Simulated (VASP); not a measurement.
# InSe in VASP: further runs, part 2 of 2

VASP 6.6.1.

## 4. Single point, PBE+D3(BJ) (layers slid over each other)

The input, INCAR:

```
PREC = Accurate
ENCUT = 520
EDIFF = 1E-6
ISMEAR = 0
SIGMA = 0.05
LREAL = False
LASPH = True
NELM = 60
ALGO = Normal
ISIF = 2
LWAVE = False
LCHARG = False
LDIPOL = True
IDIPOL = 3
DIPOL = 0.5 0.5 0.405
GGA = PE
IVDW = 12
NBANDS = 48
```

The input, KPOINTS:

```
Automatic mesh
0
Gamma
  9 9 1
```

The input, POSCAR:

```
InSe
1.0
    4.0266104808      0.0000000000      0.0000000000
   -2.0133052404      3.4871469675      0.0000000000
    0.0000000000      0.0000000000     28.2707100106
Se In
4 4
Direct
    0.0000000000      0.0000000000      0.1591753443
    0.0000000000      0.0000000000      0.3496677304
    0.6666666667      0.3333333333      0.4596755794
    0.6666666667      0.3333333333      0.6501679655
    0.6666666667      0.3333333333      0.2049979901
    0.6666666667      0.3333333333      0.3038451606
    0.0000000000      0.0000000000      0.5054982252
    0.0000000000      0.0000000000      0.6043453957
```

Potentials or basis: VASP PAW PBE potentials, release 64 (Se, In_d).

Command:

```bash
cat potpaw_PBE.64/Se/POTCAR potpaw_PBE.64/In_d/POTCAR > POTCAR
mpirun -np 1 vasp_std > vasp.out
```

OUTCAR:

```text
PREC = Accurate
   ENCUT = 520
   EDIFF = 1E-6
   ISMEAR = 0
   LREAL = False
   LASPH = True
   NELM = 60
   ISIF = 2
   GGA = PE
   IVDW = 12
 IVDW          = 12

 ion  position               nearest neighbor table
   1  0.000  0.000  0.159-   5 2.66   5 2.66   5 2.66
   2  0.000  0.000  0.350-   6 2.66   6 2.66   6 2.66
   3  0.667  0.333  0.460-   7 2.66   7 2.66   7 2.66
   4  0.667  0.333  0.650-   8 2.66   8 2.66   8 2.66
   5  0.667  0.333  0.205-   1 2.66   1 2.66   1 2.66   6 2.79
   6  0.667  0.333  0.304-   2 2.66   2 2.66   2 2.66   5 2.79
   7  0.000  0.000  0.505-   3 2.66   3 2.66   3 2.66   8 2.79
   8  0.000  0.000  0.604-   4 2.66   4 2.66   4 2.66   7 2.79

  LATTYP: Found a hexagonal cell.
 ALAT       =     4.0266104808
 C/A-ratio  =     7.0209696581

  Lattice vectors:

 A1 = (   4.0266104808,   0.0000000000,   0.0000000000)
 A2 = (  -2.0133052404,   3.4871469675,   0.0000000000)
 A3 = (   0.0000000000,   0.0000000000,  28.2707100106)

Analysis of symmetry for initial positions (statically):
=====================================================================
 Subroutine PRICEL returns:
 Original cell was already a primitive cell.

[... 792 lines left out ...]
     48       5.8955      0.00000

------------------------ aborting loop because EDIFF is reached ----------------------------------------

 vacuum level on the upper side and lower side of the slab       (xc-potential included)        -0.117        -0.117

 Edisp (eV)   -2.05533

 E8    (eV) :    -0.9641

  FORCE on cell =-STRESS in cart. coord.  units (eV):
  Direction    XX          YY          ZZ          XY          YZ          ZX
  --------------------------------------------------------------------------------------
  -------------------------------------------------------------------------------------
  Total       0.01398     0.01398    -0.19911    -0.00000     0.00000     0.00000
  in kB       0.05644     0.05644    -0.80365    -0.00000     0.00000     0.00000
  external pressure =       -0.23 kB  Pullay stress =        0.00 kB

 VOLUME and BASIS-vectors are now :
 -----------------------------------------------------------------------------
  energy-cutoff  :      520.00
  volume of cell :      396.96
      direct lattice vectors                 reciprocal lattice vectors
     4.026610481  0.000000000  0.000000000     0.248347836  0.143383690  0.000000000
    -2.013305240  3.487146968  0.000000000     0.000000000  0.286767380  0.000000000
     0.000000000  0.000000000 28.270710011     0.000000000  0.000000000  0.035372299

 POSITION                                       TOTAL-FORCE (eV/Angst)
 -----------------------------------------------------------------------------------
      0.00000      0.00000      4.50000        -0.000000      0.000000     -0.011092
      0.00000      0.00000      9.88536        -0.000000      0.000000      0.012685
      2.01331      1.16238     12.99536         0.000000     -0.000000     -0.012685
      2.01331      1.16238     18.38071         0.000000     -0.000000      0.011092
      2.01331      1.16238      5.79544         0.000000     -0.000000      0.012240
      2.01331      1.16238      8.58992        -0.000000      0.000000      0.019601
      0.00000      0.00000     14.29079         0.000000      0.000000     -0.019601
      0.00000      0.00000     17.08527        -0.000000      0.000000     -0.012240
 -----------------------------------------------------------------------------------
    total drift:                               -0.000000      0.000000     -0.003206

  FREE ENERGIE OF THE ION-ELECTRON SYSTEM (eV)
  ---------------------------------------------------
  free  energy   TOTEN  =       -30.4328287323 eV

  energy  without entropy=      -30.4328287323  energy(sigma->0) =      -30.43282873

 vacuum level on the upper side and lower side of the slab         5.403         5.404
```

OSZICAR:

```text
N       E                     dE             d eps       ncg     rms          rms(c)
DAV:   1     0.722363791237E+03    0.72236E+03   -0.32968E+04  1176   0.151E+03
DAV:   2     0.767419354767E+02   -0.64562E+03   -0.62609E+03  1200   0.385E+02
DAV:   3    -0.229225542108E+02   -0.99664E+02   -0.97145E+02  1432   0.178E+02
DAV:   4    -0.290523538934E+02   -0.61298E+01   -0.60914E+01  1368   0.453E+01
[... 14 lines left out ...]
DAV:  19    -0.283774871581E+02   -0.87656E-05   -0.15119E-07   824   0.408E-03    0.732E-04
DAV:  20    -0.283774950692E+02   -0.79111E-05   -0.14219E-07   800   0.297E-03    0.479E-04
DAV:  21    -0.283775007369E+02   -0.56676E-05   -0.12283E-07   816   0.197E-03    0.418E-04
DAV:  22    -0.283775023190E+02   -0.15821E-05   -0.37029E-08   736   0.196E-03    0.245E-04
DAV:  23    -0.283775030467E+02   -0.72775E-06   -0.24207E-08   760   0.851E-04
   1 F= -.30432829E+02 E0= -.30432829E+02  d E =-.488237E-15
```

stdout:

```text
POSCAR found type information on POSCAR SeIn
 POSCAR found :  2 types and       8 ions
 scaLAPACK will be used
 LDA part: xc-table for (Slater+PW92), standard interpolation
 POSCAR, INCAR and KPOINTS ok, starting setup
 FFT: planning ... GRIDC
 FFT: planning ... GRID_SOFT
 FFT: planning ... GRID
 WAVECAR not read
 entering main loop
```

Run time: 6.1 min. Hardware: 1 thread of Intel Xeon Platinum 8559C (Emerald Rapids), shared host; peak memory 0.51 GiB.

Results:

| Property | Result |
| --- | --- |
| Free energy | -30.4328 eV |
| Largest force | 0.020 eV/Å |
| Band gap on the k mesh | 1.11 eV (least direct gap 1.16 eV) |
| Dispersion energy per atom | -0.257 eV |

Forces in eV/Å, atoms in the order of the input:
```
Se   0.000  0.000 -0.011
Se   0.000  0.000  0.013
Se   0.000  0.000 -0.013
Se   0.000  0.000  0.011
In   0.000  0.000  0.012
In   0.000  0.000  0.020
In   0.000  0.000 -0.020
In   0.000  0.000 -0.012
```

Caveat: the cell differs from its parent crystal (layers slid over each other); spin-orbit coupling is left out, which moves the levels of the heavy elements.

## 5. Summary

| cell | gap on the mesh (eV) | largest force (eV/Å) |
| --- | --- | --- |
| as given, atomic positions A | 0.85 | 0.43 |
| as given, atomic positions B | 1.10 | 0.03 |
| as given, atomic positions C | 1.11 | 0.02 |

Alike in all rows: task single point; level PBE+D3(BJ); potentials or basis VASP PAW PBE potentials, release 64 (Se, In_d); no spin polarisation; k mesh 9 × 9 × 1; cutoff (eV) 520; smearing gaussian 0.05 eV.

Caveats: spin-orbit coupling is left out, which moves the levels of the heavy elements.

Absolute energies hang on the potentials; compare differences alone.
